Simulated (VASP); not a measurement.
# Ga2GeO2 (P-3m1) in VASP: further runs

Runs on Ga2GeO2. Level: PBE. Tasks: single point.

All numbers are computed with VASP 6.6.1; they aren't measurements. Logs are shortened: lines on timing, memory, paths and dates and some standing lists are left out, and cuts for length are marked.

## 1. The cell of the first run

Symmetry: P-3m1, No. 164, trigonal system. Conventional cell: a = 3.129 Å, b = 3.129 Å, c = 8.562 Å, α = 90.00°, β = 90.00°, γ = 120.00°. Ga (site symmetry 3m) has 3 O at 1.95 Å within 2.6 Å. Within 3.8 Å of Ge (site symmetry -3m) lie 6 Ga at 2.86 Å and 6 Ge at 3.13 Å and 6 O at 3.45 Å. O (site symmetry 3m) has 3 Ga at 1.95 Å within 2.6 Å.

The cell was built from a structure type or drawn by symmetry, and may not be a known phase.

## 2. Single point, PBE

File INCAR:

```
PREC = Accurate
ENCUT = 520
EDIFF = 1E-7
ISMEAR = 0
SIGMA = 0.1
LREAL = False
LASPH = True
NELM = 80
ALGO = Normal
ISIF = 2
LWAVE = False
LCHARG = True
GGA = PE
LELF = True
LVHAR = True
NBANDS = 34
```

File KPOINTS:

```
regular mesh
0
Gamma
  6 6 4
```

File POSCAR:

```
Ga2GeO2
1.0
    3.1285565063     -0.0000000023      0.0000000000
   -1.5642782512      2.7094094128      0.0000000000
    0.0000000000      0.0000000000      8.5615731032
Ga Ge O
2 1 2
Direct
    0.6666666667      0.3333333333      0.2592274323
    0.3333333333      0.6666666667      0.7407725677
    0.0000000000      0.0000000000      0.0000000000
    0.6666666667      0.3333333333      0.6560836005
    0.3333333333      0.6666666667      0.3439163995
```

Potentials or basis: VASP PAW PBE potentials, release 64 (Ga_d, Ge_d, O).

On the command line:

```bash
$ cat potpaw_PBE.64/Ga_d/POTCAR potpaw_PBE.64/Ge_d/POTCAR potpaw_PBE.64/O/POTCAR > POTCAR
$ mpirun -np 1 vasp_std > vasp.out
```

OUTCAR:

```text
PREC = Accurate
   ENCUT = 520
   EDIFF = 1E-7
   ISMEAR = 0
   LREAL = False
   LASPH = True
   NELM = 80
   ISIF = 2
   GGA = PE

 ion  position               nearest neighbor table
   1  0.667  0.333  0.259-   5 1.95   5 1.95   5 1.95   3 2.86   3 2.86   3 2.86
   2  0.333  0.667  0.741-   4 1.95   4 1.95   4 1.95   3 2.86   3 2.86   3 2.86
   3  0.000  0.000  0.000-   1 2.86   2 2.86   1 2.86   2 2.86   1 2.86   2 2.86
   4  0.667  0.333  0.656-   2 1.95   2 1.95   2 1.95
   5  0.333  0.667  0.344-   1 1.95   1 1.95   1 1.95

  LATTYP: Found a hexagonal cell.
 ALAT       =     3.1285565063
 C/A-ratio  =     2.7365889304

  Lattice vectors:

 A1 = (   3.1285565063,  -0.0000000023,   0.0000000000)
 A2 = (  -1.5642782512,   2.7094094128,   0.0000000000)
 A3 = (   0.0000000000,   0.0000000000,   8.5615731032)

Analysis of symmetry for initial positions (statically):
=====================================================================
 Subroutine PRICEL returns:
 Original cell was already a primitive cell.

 Routine SETGRP: Setting up the symmetry group for a
 hexagonal supercell.

 Subroutine GETGRP returns: Found 12 space group operations
 (whereof 12 operations were pure point group operations)
 out of a pool of 24 trial point group operations.

The static configuration has the point symmetry D_3d.

Analysis of symmetry for dynamics (positions and initial velocities):
=====================================================================
 Subroutine PRICEL returns:
 Original cell was already a primitive cell.

 Routine SETGRP: Setting up the symmetry group for a
 hexagonal supercell.

 Subroutine GETGRP returns: Found 12 space group operations
 (whereof 12 operations were pure point group operations)
 out of a pool of 24 trial point group operations.

The dynamic configuration has the point symmetry D_3d.

 Subroutine INISYM returns: Found 12 space group operations
 (whereof 12 operations are pure point group operations),
 and found     1 'primitive' translations

----------------------------------------------------------------------------------------

                                     Primitive cell

  volume of cell :      72.5725

  direct lattice vectors                    reciprocal lattice vectors
     3.128556506 -0.000000002  0.000000000     0.319636228  0.184542062  0.000000000
    -1.564278251  2.709409413  0.000000000     0.000000000  0.369084124  0.000000000
     0.000000000  0.000000000  8.561573103     0.000000000  0.000000000  0.116800965

  length of vectors
     3.128556506  3.128556506  8.561573103     0.369084124  0.369084124  0.116800965

  position of ions in fractional coordinates (direct lattice)
     0.666666667  0.333333333  0.259227432
     0.333333333  0.666666667  0.740772568
     0.000000000  0.000000000  0.000000000
     0.666666667  0.333333333  0.656083600
     0.333333333  0.666666667  0.343916400

  ion indices of the primitive-cell ions
   primitive index   ion index
                 1           1
                 2           2
                 3           3
                 4           4
                 5           5

----------------------------------------------------------------------------------------

 KPOINTS: regular mesh

Automatic generation of k-mesh.
 Grid dimensions read from file:
 generate k-points for:    6    6    4

 Generating k-lattice:

  Cartesian coordinates                     Fractional coordinates (reciprocal lattice)
     0.053272705  0.030757010  0.000000000     0.166666667  0.000000000  0.000000000
     0.000000000  0.061514021  0.000000000     0.000000000  0.166666667  0.000000000
     0.000000000  0.000000000  0.029200241     0.000000000  0.000000000  0.250000000

  Length of vectors
     0.061514021  0.061514021  0.029200241

  Shift w.r.t. Gamma in fractional coordinates (k-lattice)
     0.000000000  0.000000000  0.000000000

 Subroutine IBZKPT returns following result:
 ===========================================

 Found     24 irreducible k-points:

 Following reciprocal coordinates:
            Coordinates               Weight
  0.000000  0.000000  0.000000      1.000000
  0.166667 -0.000000  0.000000      6.000000
  0.333333 -0.000000  0.000000      6.000000
  0.500000 -0.000000  0.000000      3.000000
  0.166667  0.166667  0.000000      6.000000
  0.333333  0.166667  0.000000     12.000000
[... 16 lines left out ...]
  0.333333  0.166667  0.500000     12.000000
  0.333333  0.333333  0.500000      2.000000
   k-points           NKPTS =     24   k-points in BZ     NKDIM =     24   number of bands    NBANDS=     34
   number of dos      NEDOS =    301   number of ions     NIONS =      5
   total plane-waves  NPLWV =  36864
   dimension x,y,z NGX =    24 NGY =   24 NGZ =   64
   dimension x,y,z NGXF=    48 NGYF=   48 NGZF=  128
   ions per type =               2   1   2
   NGX,Y,Z   is equivalent  to a cutoff of  12.75, 12.75, 12.43 a.u.
   NGXF,Y,Z  is equivalent  to a cutoff of  25.51, 25.51, 24.85 a.u.
 SYSTEM =  unknown system
   PREC   = accura    normal or accurate (medium, high low for compatibility)
   ISTART =      0    job   : 0-new  1-cont  2-samecut
   ICHARG =      2    charge: 1-file 2-atom 10-const
   ISPIN  =      1    spin polarized calculation?
   LNONCOLLINEAR =      F non collinear calculations
   LSORBIT =      F    spin-orbit coupling
   LASPH  =      T    aspherical Exc in radial PAW
   ENCUT  =  520.0 eV  38.22 Ry    6.18 a.u.   5.82  5.82 15.92*2*pi/ulx,y,z
   NELM   =     80;   NELMIN=  2; NELMDL= -5     # of ELM steps
   EDIFF  = 0.1E-06   stopping-criterion for ELM
   LREAL  =      F    real-space projection
   EDIFFG = 0.1E-05   stopping-criterion for IOM
   NSW    =      0    number of steps for IOM
   IBRION =     -1    ionic relax: 0-MD 1-quasi-New 2-CG
   NFREE  =      0    steps in history (QN), initial steepest desc. (CG)
   ISIF   =      2    stress and relaxation
   ISYM   =      2    0-nonsym 1-usesym 2-fastsym
   POTIM  = 0.5000    time-step for ionic-motion
   TEBEG  =    0.0;   TEEND  =   0.0 temperature during run
   PSTRESS=    0.0 pullay stress
   NELECT =      52.0000    total number of electrons
   NUPDOWN=      -1.0000    fix difference up-down
   EMIN   =  10.00;   EMAX   =-10.00  energy-range for DOS
   EFERMI =   0.00;   METHOD = LEGACY
   ISMEAR =     0;   SIGMA  =   0.10  broadening in eV -4-tet -1-fermi 0-gaus
   EFERMI_NEDOS =   21; number of points for ismear=-14 and -15
   IALGO  =     38    algorithm
   IMIX   =      4    mixing-type and parameters
     AMIX     =   0.40;   BMIX     =  1.00
     AMIX_MAG =   1.60;   BMIX_MAG =  1.00
  volume/ion in A,a.u.               =      14.51        97.95
  Fermi-wavevector in a.u.,A,eV,Ry     =   1.464936  2.768327 29.198598  2.146036
  Thomas-Fermi vector in A             =   2.580852
   LORBIT       =      0    0 simple, 1 ext, 2 COOP (PROOUT), +10 PAW based schemes
   GGA     = PE    functional components
   LHFCALC =     F    Hartree Fock is set to
   AEXX    =    0.0000 exact exchange contribution
   IVDW    =     0    specifies the selected vdW correction
   LEPSILON=     F    determine dielectric tensor
   LRPA    =     F    only Hartree local field effects (RPA)
 non-spin polarized calculation
 Gauss-broadening in eV      SIGMA  =   0.10
  energy-cutoff  :      520.00
  volume of cell :       72.57
 maximum number of plane-waves:      1988
 NGX is ok and might be reduce to    24
   NGX = 11   NGY = 11   NGZ = 31

 number of electron      51.9999987 magnetization

 Free energy of the ion-electron system (eV)
  ---------------------------------------------------
  ext. energy  EPLUGINS =         0.00000000
  ---------------------------------------------------
  free energy    TOTEN  =       -24.89497539 eV

  energy without entropy =      -24.86466097  energy(sigma->0) =      -24.87981818

 E-fermi :   5.3806     XC(G=0): -10.8196

 val. band max:        5.3672494945   @ k =   0.3333   0.1667   0.2500
 cond. band min:       5.3814423074   @ k =   0.3333   0.3333   0.2500
 fundamental gap:      0.0141928129
 Fermi energy:         5.3805576510

 k-point     1 :       0.0000    0.0000    0.0000
  band No.  band energies     occupation
      1     -19.1629      2.00000
      2     -19.1629      2.00000
      3     -19.0896      2.00000
      4     -19.0701      2.00000
      5     -19.0701      2.00000
      6     -14.9093      2.00000
[... 26 lines left out ...]
     33      15.2173      0.00000
     34      15.2326      0.00000

 k-point     2 :       0.1667   -0.0000    0.0000
  band No.  band energies     occupation
      1     -19.1656      2.00000
      2     -19.1482      2.00000
      3     -19.0804      2.00000
      4     -19.0785      2.00000
      5     -19.0720      2.00000
      6     -14.7648      2.00000
[... 26 lines left out ...]
     33      14.3229      0.00000
     34      14.8285      0.00000

 k-point     3 :       0.3333   -0.0000    0.0000
  band No.  band energies     occupation
      1     -19.1731      2.00000
      2     -19.1187      2.00000
      3     -19.0951      2.00000
      4     -19.0759      2.00000
      5     -19.0605      2.00000
      6     -14.4740      2.00000
[... 26 lines left out ...]
     33      13.0366      0.00000
     34      14.0083      0.00000

 k-point     4 :       0.5000   -0.0000    0.0000
  band No.  band energies     occupation
      1     -19.1775      2.00000
      2     -19.1039      2.00000
      3     -19.1033      2.00000
      4     -19.0777      2.00000
      5     -19.0502      2.00000
      6     -14.3241      2.00000
[... 26 lines left out ...]
     33      12.7161      0.00000
     34      13.8195      0.00000

 k-point     5 :       0.1667    0.1667    0.0000
  band No.  band energies     occupation
      1     -19.1643      2.00000
      2     -19.1330      2.00000
      3     -19.0894      2.00000
      4     -19.0765      2.00000
      5     -19.0655      2.00000
      6     -14.5478      2.00000
[... 621 lines left out ...]
 k-point    22 :       0.1667    0.1667    0.5000
  band No.  band energies     occupation
      1     -19.1643      2.00000
      2     -19.1330      2.00000
      3     -19.0894      2.00000
      4     -19.0765      2.00000
      5     -19.0655      2.00000
      6     -14.5456      2.00000
[... 26 lines left out ...]
     33      13.8247      0.00000
     34      14.4484      0.00000

 k-point    23 :       0.3333    0.1667    0.5000
  band No.  band energies     occupation
      1     -19.1628      2.00000
      2     -19.1166      2.00000
      3     -19.0990      2.00000
      4     -19.0820      2.00000
      5     -19.0524      2.00000
      6     -14.3279      2.00000
[... 26 lines left out ...]
     33      13.2947      0.00000
     34      13.7676      0.00000

 k-point    24 :       0.3333    0.3333    0.5000
  band No.  band energies     occupation
      1     -19.1353      2.00000
      2     -19.1353      2.00000
      3     -19.0930      2.00000
      4     -19.0930      2.00000
      5     -19.0511      2.00000
      6     -14.2453      2.00000
[... 26 lines left out ...]
     33      13.2707      0.00000
     34      13.2732      0.00000

------------------------ aborting loop because EDIFF is reached ----------------------------------------

  FORCE on cell =-STRESS in cart. coord.  units (eV):
  Direction    XX          YY          ZZ          XY          YZ          ZX
  --------------------------------------------------------------------------------------
  -------------------------------------------------------------------------------------
  Total        0.2281990      0.2281990      0.1363408     -0.0000000      0.0000000      0.0000000
  in kB        5.0379294      5.0379294      3.0099850     -0.0000000      0.0000000      0.0000000
  external PRESSURE =       4.3619479 kB  Pullay stress =       0.0000000 kB

 VOLUME and BASIS-vectors are now :
 -----------------------------------------------------------------------------
  energy-cutoff  :      520.00
  volume of cell :       72.57
      direct lattice vectors                 reciprocal lattice vectors
     3.128556506 -0.000000002  0.000000000     0.319636228  0.184542062  0.000000000
    -1.564278251  2.709409413  0.000000000     0.000000000  0.369084124  0.000000000
     0.000000000  0.000000000  8.561573103     0.000000000  0.000000000  0.116800965

 POSITION                                       TOTAL-FORCE (eV/Angst)
 -----------------------------------------------------------------------------------
      1.56428      0.90314      2.21939         0.000000      0.000000     -0.035422
      0.00000      1.80627      6.34218        -0.000000     -0.000000      0.035422
      0.00000      0.00000      0.00000        -0.000000      0.000000      0.000000
      1.56428      0.90314      5.61711         0.000000      0.000000     -0.019459
      0.00000      1.80627      2.94447        -0.000000     -0.000000      0.019459
 -----------------------------------------------------------------------------------
    total drift:                                0.000000      0.000000      0.000000

  FREE ENERGIE OF THE ION-ELECTRON SYSTEM (eV)
  ---------------------------------------------------
  free  energy   TOTEN  =       -24.8949753933 eV

  energy  without entropy=      -24.8646609740  energy(sigma->0) =      -24.87981818
```

Wall time 26 s (1 thread of Intel Xeon 6975P-C (Granite Rapids), shared host); peak memory 0.21 GiB.

What came out:

```
Free energy            : -24.8950 eV
Pressure               : 0.4 GPa
Largest force          : 0.035 eV/Å
Band gap on the k mesh : zero (bands 26 and 27 overlap by 0.86 eV)
```

Forces in eV/Å, atoms in the order of the input:
```
Ga   0.000  0.000 -0.035
Ga   0.000  0.000  0.035
Ge   0.000  0.000  0.000
O    0.000  0.000 -0.019
O    0.000  0.000  0.019
```

Caveat: the k points lie up to 0.39 Å⁻¹ apart, too coarse for converged energies and pressures of a metal.

(Continued in part 2 of 2.)
